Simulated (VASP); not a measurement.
## Ba: single point with LDA

The system is Ba.

```xyz
1
Lattice="-2.2446 2.2446 2.2446 2.2446 -2.2446 2.2446 2.2446 2.2446 -2.2446" Properties=species:S:1:pos:R:3 pbc="T T T"
Ba    0.0000    0.0000    0.0000
```

```json
{"Program": "VASP 6.6.1", "Task": "single point", "Functional": "LDA", "Potentials or basis": "VASP PAW LDA potentials, release 64 (Ba_sv)", "Cutoff": "520 eV", "k mesh": "11 × 11 × 11", "Occupations": "fermi-dirac, width 0.05 eV", "Spin": "no spin polarisation", "Dipole correction": "no", "Further INCAR settings": "ALGO = Normal; EDIFF = 1e-06; NBANDS = 11"}
```

```yaml
Pressure: 2.5 GPa
Band_gap_on_the_k_mesh: zero (bands 5 and 6 overlap by 1.60 eV)
```

Levels at points of the mesh, in eV from the Fermi level:
```csv
k point,band 3,band 4,band 5,band 6,band 7,band 8
"(0.00, 0.00, 0.00)",-12.98,-12.98,-2.75,2.13,2.13,2.13
```

It took 26 s on 1 thread of AMD EPYC 7R43 64-Core Processor (Zen 3), with other jobs on the host, peak memory 0.13 GiB.

Caveat: spin-orbit coupling is left out, which moves the levels of the heavy elements.
